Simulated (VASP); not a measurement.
Si16Au (a cell with a defect): single point with PBE

Si16Au (a cell with a defect):

```xyz
17
Lattice="0.0000 5.4300 5.4300 5.4300 0.0000 5.4300 5.4300 5.4300 0.0000" Properties=species:S:1:pos:R:3 pbc="T T T"
Si   -0.0358   -0.0642   -0.1631
Si    1.3920    1.4664    1.3485
Si    2.7536    2.7791   -0.0017
Si    4.1312    4.1111    1.3279
Si    2.8548    0.2637    2.8369
Si    4.3503    1.5836    4.0286
Si    5.6566    2.9188    2.6421
Si    6.9511    4.2464    4.0896
Si   -0.2920    2.4326    2.5792
Si    1.1397    3.8489    3.7671
Si    2.6340    5.3048    2.6721
Si    3.9324    6.6271    4.1525
Si    2.6003    2.5354    5.1391
Si    4.3418    4.3095    7.0087
Si    5.5418    5.5137    5.4462
Si    6.8935    6.8358    6.7863
Au    2.3069    4.7877    5.8706
```

```json
{"Program": "VASP 6.6.1", "Task": "single point", "Functional": "PBE", "Potentials or basis": "VASP PAW PBE potentials, release 64 (Si, Au)", "Cutoff": "520 eV", "k mesh": "2 × 2 × 2", "Occupations": "fermi-dirac, width 0.05 eV", "Spin": "collinear spin, zero start", "Starting moments": "[0.0, 0.0, 0.0, 0.0, 0.0, 0.0, 0.0, 0.0, 0.0, 0.0, 0.0, 0.0, 0.0, 0.0, 0.0, 0.0, 0.0] μB", "Dipole correction": "no", "Further INCAR settings": "LREAL = Auto; ALGO = Normal; EDIFF = 1e-06; NBANDS = 56"}
```

```yaml
Pressure: 6.6 GPa
Largest_force: 0.186 eV/Å
Net_moment: 0.00 μB per cell
Valence_electrons_inside_the_program's_atomic_spheres: Si 1.67, 1.68, 1.70, 1.71, 1.72, 1.66, 1.69 (each value once); Au 10.00
```

Forces on the atoms (eV/Å):
```
Si  -0.013  0.031 -0.003
Si  -0.008  0.029  0.017
Si  -0.007 -0.011 -0.011
Si  -0.005  0.006 -0.024
Si   0.020  0.003 -0.004
Si   0.028  0.022 -0.041
Si   0.026  0.008 -0.045
Si   0.015 -0.003 -0.031
Si   0.015  0.014  0.059
Si   0.028  0.048  0.010
Si   0.016  0.006 -0.017
Si  -0.031 -0.039  0.010
Si   0.018 -0.013 -0.027
Si   0.000 -0.010  0.008
Si  -0.008 -0.041 -0.016
Si   0.003 -0.020 -0.038
Au  -0.098 -0.033  0.154
```

Stress tensor (GPa, compression positive):
```
 6.42  0.22 -0.12
 0.22  6.88 -0.05
-0.12 -0.05  6.40
```

Levels at points of the mesh, in eV from the Fermi level:
Spin up:
```
           k point  band 35  band 36  band 37  band 38  band 39  band 40
(0.00, 0.00, 0.00)    -1.19    -0.86    -0.79    -0.46    -0.24     0.02
(0.50, 0.00, 0.00)    -1.43    -1.29    -0.80     0.11     0.51     0.63
(0.00, 0.50, 0.00)    -1.45    -1.16    -0.72     0.08     0.31     0.59
(0.00, 0.00, 0.50)    -1.46    -1.40    -0.68     0.30     0.49     0.88
(0.50, 0.50, 0.50)    -1.40    -1.36    -1.29    -0.10     0.33     0.61
(0.50, 0.50, 0.00)    -1.87    -1.73    -1.46     0.12     0.48     1.20
(0.00, 0.50, 0.50)    -1.92    -1.70    -1.13     0.11     0.43     1.26
(0.50, 0.00, 0.50)    -1.96    -1.67    -1.14     0.24     0.40     1.28
```
Spin down:
```tsv
k point	band 35	band 36	band 37	band 38	band 39	band 40
(0.00, 0.00, 0.00)	-1.19	-0.86	-0.79	-0.46	-0.24	0.02
(0.50, 0.00, 0.00)	-1.43	-1.29	-0.80	0.11	0.51	0.63
(0.00, 0.50, 0.00)	-1.45	-1.16	-0.72	0.08	0.31	0.59
(0.00, 0.00, 0.50)	-1.46	-1.40	-0.68	0.30	0.49	0.88
(0.50, 0.50, 0.50)	-1.40	-1.36	-1.29	-0.10	0.33	0.61
(0.50, 0.50, 0.00)	-1.87	-1.73	-1.46	0.12	0.48	1.20
(0.00, 0.50, 0.50)	-1.92	-1.70	-1.13	0.11	0.43	1.26
(0.50, 0.00, 0.50)	-1.96	-1.67	-1.14	0.24	0.40	1.28
```

Run time: 4.8 min on 1 thread of Intel(R) Xeon(R) 6975P-C (Granite Rapids) (shared host), peak memory 0.72 GiB.

Caveat: the k points lie up to 0.50 Å⁻¹ apart; spin-orbit coupling is left out, which moves the levels of the heavy elements.
